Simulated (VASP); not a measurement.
# Si8C7 (a cell with a defect) in VASP: a series of runs, part 2 of 2

VASP 6.6.1.

## (3) Single point, PBEsol

INCAR reads:

```
SYSTEM = Si8C7
ALGO = Normal
EDIFF = 1E-7
ENCUT = 520
GGA = PS
ISIF = 2
ISMEAR = 0
LASPH = .TRUE.
LCHARG = .FALSE.
LREAL = Auto
LWAVE = .FALSE.
NBANDS = 43
NELECT = 56.0
NELM = 100
PREC = Accurate
SIGMA = 0.05
```

KPOINTS reads:

```
k-points
0
G
  6 6 6
  0 0 0
```

POSCAR reads:

```
Si8C7
1.0
    4.3568001662      0.0000000000     -4.3568001662
    0.0000000000      4.3568001662     -4.3568001662
    4.3568001662      4.3568001662      0.0000000000
Si C
8 7
Direct
    0.5000000000      0.0000000000      0.0000000000
    0.5000000000      0.0000000000      0.5000000000
    0.5000000000      0.5000000000      0.0000000000
    0.5000000000      0.5000000000      0.5000000000
    1.0000000000      0.0000000000      0.0000000000
    1.0000000000      0.0000000000      0.5000000000
    1.0000000000      0.5000000000      0.0000000000
    1.0000000000      0.5000000000      0.5000000000
    0.0438502164      0.2061497836      0.6875000000
    0.1250000000      0.6250000000      0.1250000000
    0.1250000000      0.6250000000      0.6250000000
    0.6250000000      0.1250000000      0.1250000000
    0.6250000000      0.1250000000      0.6250000000
    0.6250000000      0.6250000000      0.1250000000
    0.6250000000      0.6250000000      0.6250000000
```

Potentials or basis: VASP PAW PBE potentials, release 64 (Si, C).

Launch:

```console
> cat potpaw_PBE.64/Si/POTCAR potpaw_PBE.64/C/POTCAR > POTCAR
> mpirun -np 1 vasp_std > vasp.out
```

OUTCAR:

```text
SYSTEM = Si8C7
   EDIFF = 1E-7
   ENCUT = 520
   GGA = PS
   ISIF = 2
   ISMEAR = 0
   LASPH = .TRUE.
   LREAL = Auto
   NELECT = 56.0
   NELM = 100
   PREC = Accurate

 ion  position               nearest neighbor table
   1  0.500  0.000  0.000-  12 1.89  13 1.89  14 1.89   2 3.08   3 3.08   5 3.08   2 3.08   4 3.08
                             6 3.08   3 3.08   4 3.08   7 3.08   5 3.08   6 3.08   7 3.08
   2  0.500  0.000  0.500-  13 1.89  12 1.89  15 1.89   9 2.34   4 3.08   6 3.08   1 3.08   1 3.08
                             3 3.08   5 3.08   3 3.08   4 3.08   8 3.08   5 3.08   6 3.08   8 3.08
   3  0.500  0.500  0.000-  14 1.89  12 1.89  10 1.89  15 1.89   4 3.08   7 3.08   1 3.08   2 3.08
                             4 3.08   8 3.08   1 3.08   2 3.08   5 3.08   5 3.08   7 3.08   8 3.08
   4  0.500  0.500  0.500-  15 1.89  13 1.89  14 1.89  11 1.89   3 3.08   8 3.08   2 3.08   1 3.08
                             3 3.08   7 3.08   1 3.08   2 3.08   6 3.08   6 3.08   7 3.08   8 3.08
   5  0.000  0.000  0.000-   9 1.66  10 1.89  12 1.89   1 3.08   6 3.08   7 3.08   2 3.08   6 3.08
                             8 3.08   3 3.08   7 3.08   8 3.08   1 3.08   2 3.08   3 3.08
   6  0.000  0.000  0.500-  11 1.89  13 1.89   9 2.27   2 3.08   5 3.08   8 3.08   1 3.08   5 3.08
                             7 3.08   4 3.08   7 3.08   8 3.08   1 3.08   2 3.08   4 3.08
   7  0.000  0.500  0.000-  10 1.89  11 1.89  14 1.89   3 3.08   5 3.08   8 3.08   4 3.08   6 3.08
                             8 3.08   1 3.08   5 3.08   6 3.08   1 3.08   3 3.08   4 3.08
   8  0.000  0.500  0.500-   9 1.55  11 1.89  10 1.89  15 1.89   6 3.08   7 3.08   4 3.08   3 3.08
                             5 3.08   7 3.08   2 3.08   5 3.08   6 3.08   2 3.08   3 3.08   4 3.08
   9  0.044  0.206  0.688-   8 1.55   5 1.66   6 2.27   2 2.34
  10  0.125  0.625  0.125-   7 1.89   5 1.89   3 1.89   8 1.89
  11  0.125  0.625  0.625-   8 1.89   6 1.89   7 1.89   4 1.89
  12  0.625  0.125  0.125-   1 1.89   2 1.89   3 1.89   5 1.89
  13  0.625  0.125  0.625-   2 1.89   1 1.89   4 1.89   6 1.89
  14  0.625  0.625  0.125-   3 1.89   1 1.89   4 1.89   7 1.89
  15  0.625  0.625  0.625-   4 1.89   3 1.89   2 1.89   8 1.89

  LATTYP: Found a face centered cubic cell.
 ALAT       =     8.7136003324

  Lattice vectors:

 A1 = (   4.3568001662,   0.0000000000,  -4.3568001662)
 A2 = (   0.0000000000,   4.3568001662,  -4.3568001662)
 A3 = (   4.3568001662,   4.3568001662,   0.0000000000)
[... 198 lines left out ...]
  free energy    TOTEN  =      -141.87900157 eV

  energy without entropy =     -141.87233694  energy(sigma->0) =     -141.87566926

 E-fermi :   6.9262     XC(G=0): -11.0290

 val. band max:        6.9253011954   @ k =  -0.3333   0.3333  -0.1667
 cond. band min:       6.9317240168   @ k =   0.1667   0.5000   0.0000
 fundamental gap:      0.0064228214
 Fermi energy:         6.9261852785

 k-point     1 :       0.0000    0.0000    0.0000
  band No.  band energies     occupation
      1      -7.4177      2.00000
      2      -4.4410      2.00000
      3      -4.0966      2.00000
      4      -4.0151      2.00000
      5      -3.3885      2.00000
      6      -2.8987      2.00000
[... 1021 lines left out ...]
     39      13.6847      0.00000
     40      13.8885      0.00000

 [... further k-points ...]

 [bands above 40 left out]

------------------------ aborting loop because EDIFF is reached ----------------------------------------

  FORCE on cell =-STRESS in cart. coord.  units (eV):
  Direction    XX          YY          ZZ          XY          YZ          ZX
  --------------------------------------------------------------------------------------
  -------------------------------------------------------------------------------------
  Total      -38.5015697    -47.7149360    -37.7875937     -1.0484573     -2.1938575     10.0266865
  in kB     -372.9547138   -462.2022022   -366.0386137    -10.1561336    -21.2513285     97.1259105
  external PRESSURE =    -400.3985099 kB  Pullay stress =       0.0000000 kB

 VOLUME and BASIS-vectors are now :
 -----------------------------------------------------------------------------
  energy-cutoff  :      520.00
  volume of cell :      165.40
      direct lattice vectors                 reciprocal lattice vectors
     4.356800166  0.000000000 -4.356800166     0.114763125 -0.114763125 -0.114763125
     0.000000000  4.356800166 -4.356800166    -0.114763125  0.114763125 -0.114763125
     4.356800166  4.356800166  0.000000000     0.114763125  0.114763125  0.114763125

 POSITION                                       TOTAL-FORCE (eV/Angst)
 -----------------------------------------------------------------------------------
      2.17840      0.00000     -2.17840         1.205988     -0.823327     -0.872249
      4.35680      2.17840     -2.17840         0.229186      0.056906     -0.471840
      2.17840      2.17840     -4.35680         0.219060      0.095860      0.133802
      4.35680      4.35680     -4.35680        -0.171331     -0.205432      0.203749
      0.00000      0.00000      0.00000         2.450316      0.863009      4.163900
      2.17840      2.17840      0.00000         0.761711      1.273074      0.589104
      0.00000      2.17840     -2.17840        -0.981829      1.242137     -0.945554
      2.17840      4.35680     -2.17840        -6.480475      3.318987     -7.803926
      3.18635      3.89345     -1.08920         4.189753     -8.317610      4.200107
      1.08920      3.26760     -3.26760         0.340810     -0.147306     -0.161139
      3.26760      5.44600     -3.26760         0.312179      0.265559     -1.023605
      3.26760      1.08920     -3.26760        -0.441170      1.205982      0.870762
      5.44600      3.26760     -3.26760        -0.689433      0.348627      0.132919
      3.26760      3.26760     -5.44600         0.012741     -0.177344      0.406321
      5.44600      5.44600     -5.44600        -0.957507      1.000880      0.577651
 -----------------------------------------------------------------------------------
    total drift:                                0.011309     -0.011170      0.001848

  FREE ENERGIE OF THE ION-ELECTRON SYSTEM (eV)
  ---------------------------------------------------
  free  energy   TOTEN  =      -141.8790015720 eV

  energy  without entropy=     -141.8723369402  energy(sigma->0) =     -141.87566926
```

OSZICAR:

```text
N       E                     dE             d eps       ncg     rms          rms(c)
DAV:   1     0.102961484641E+03    0.10296E+03   -0.24846E+04  9632   0.115E+03
DAV:   2    -0.137364202029E+03   -0.24033E+03   -0.22866E+03 11850   0.201E+02
DAV:   3    -0.153796563246E+03   -0.16432E+02   -0.16215E+02 12168   0.495E+01
DAV:   4    -0.154093117355E+03   -0.29655E+00   -0.29591E+00 12336   0.754E+00
DAV:   5    -0.154098383223E+03   -0.52659E-02   -0.52633E-02 12309   0.986E-01    0.239E+01
DAV:   6    -0.142006241182E+03    0.12092E+02   -0.63411E+01 11287   0.210E+01    0.105E+01
DAV:   7    -0.141971235795E+03    0.35005E-01   -0.46683E+00 11485   0.816E+00    0.534E+00
DAV:   8    -0.141905697758E+03    0.65538E-01   -0.38019E-01 11565   0.262E+00    0.266E+00
DAV:   9    -0.141882648017E+03    0.23050E-01   -0.14574E-01 11960   0.144E+00    0.654E-01
DAV:  10    -0.141879146132E+03    0.35019E-02   -0.24684E-02 11576   0.677E-01    0.251E-01
DAV:  11    -0.141879028268E+03    0.11786E-03   -0.37677E-03 11816   0.249E-01    0.187E-01
DAV:  12    -0.141879011308E+03    0.16960E-04   -0.58393E-04 11728   0.105E-01    0.850E-02
DAV:  13    -0.141879007621E+03    0.36870E-05   -0.13774E-04 11768   0.481E-02    0.302E-02
DAV:  14    -0.141879002023E+03    0.55977E-05   -0.49720E-05 11368   0.258E-02    0.117E-02
DAV:  15    -0.141879001674E+03    0.34965E-06   -0.39701E-06 11208   0.825E-03    0.313E-03
DAV:  16    -0.141879001547E+03    0.12626E-06   -0.71937E-07 11440   0.316E-03    0.122E-03
DAV:  17    -0.141879001572E+03   -0.24605E-07   -0.57259E-08  5832   0.103E-03
   1 F= -.14187900E+03 E0= -.14187567E+03  d E =-.666463E-02
```

stdout:

```text
POSCAR found type information on POSCAR SiC
 POSCAR found :  2 types and      15 ions
 scaLAPACK will be used
 -----------------------------------------------------------------------------
|                                                                             |
|                                                                             |
|     You enforced a specific xc type in the INCAR file but a different       |
|     I HOPE YOU KNOW WHAT YOU ARE DOING!                                     |
|                                                                             |
 -----------------------------------------------------------------------------

 LDA part: xc-table for (Slater+PW92), standard interpolation
 POSCAR, INCAR and KPOINTS ok, starting setup
 FFT: planning ... GRIDC
 FFT: planning ... GRID_SOFT
 FFT: planning ... GRID
 WAVECAR not read
 entering main loop
 the old and the new charge density differ
 old charge density:    60.00000 new   56.00000
    0.239E+01
```

It took 15 min on 1 thread of Intel Xeon Platinum 8488C (Sapphire Rapids), shared host; peak memory 0.61 GiB.

Results:

```
Free energy   : -141.8790 eV
Largest force : 10.673 eV/Å
```

Forces in eV/Å, atoms in the order of the input:
```
Si   1.206 -0.823 -0.872
Si   0.229  0.057 -0.472
Si   0.219  0.096  0.134
Si  -0.171 -0.205  0.204
Si   2.450  0.863  4.164
Si   0.762  1.273  0.589
Si  -0.982  1.242 -0.946
Si  -6.480  3.319 -7.804
C    4.190 -8.318  4.200
C    0.341 -0.147 -0.161
C    0.312  0.266 -1.024
C   -0.441  1.206  0.871
C   -0.689  0.349  0.133
C    0.013 -0.177  0.406
C   -0.958  1.001  0.578
```

Levels at points of the mesh, in eV from the Fermi level:
| k point | band 24 | band 25 | band 26 | band 27 | band 28 | band 29 | band 30 | band 31 | band 32 | band 33 |
| --- | --- | --- | --- | --- | --- | --- | --- | --- | --- | --- |
| (0.00, 0.00, 0.00) | -0.30 | -0.23 | -0.01 | 0.33 | 0.44 | 0.72 | 2.07 | 2.52 | 3.25 | 4.13 |
| (0.50, 0.00, 0.00) | -1.35 | -1.31 | -1.03 | -0.43 | 0.20 | 0.23 | 0.69 | 2.74 | 3.63 | 4.41 |
| (0.00, 0.50, 0.00) | -1.31 | -1.13 | -0.76 | -0.13 | 0.22 | 0.35 | 0.74 | 3.04 | 3.74 | 4.30 |
| (0.00, 0.00, 0.50) | -1.14 | -1.02 | -0.61 | -0.56 | -0.02 | 0.17 | 0.91 | 3.29 | 3.63 | 4.27 |
| (0.50, 0.50, 0.50) | -1.19 | -1.07 | -0.64 | -0.59 | -0.23 | 0.46 | 0.85 | 3.24 | 3.65 | 3.87 |
| (0.50, 0.50, 0.00) | -1.10 | -0.72 | -0.57 | -0.42 | -0.42 | -0.16 | 0.44 | 2.77 | 3.27 | 4.28 |
| (0.00, 0.50, 0.50) | -1.02 | -0.76 | -0.73 | -0.60 | -0.35 | 0.02 | 0.62 | 2.87 | 3.08 | 4.70 |
| (0.50, 0.00, 0.50) | -0.99 | -0.77 | -0.74 | -0.64 | -0.26 | 0.11 | 0.62 | 2.92 | 3.07 | 4.42 |

Caveat: the cell carries a net charge on a neutralising background, which shifts energy and pressure; the cell differs from its parent crystal (atoms taken out, atom 9 moved -0.125 of the way to it and -0.500 Å across, host rigid); the cell is charged against a uniform background, so pressure and absolute levels hang on convention; the PAW data sets were made with another functional, which shifts forces and pressure a little.
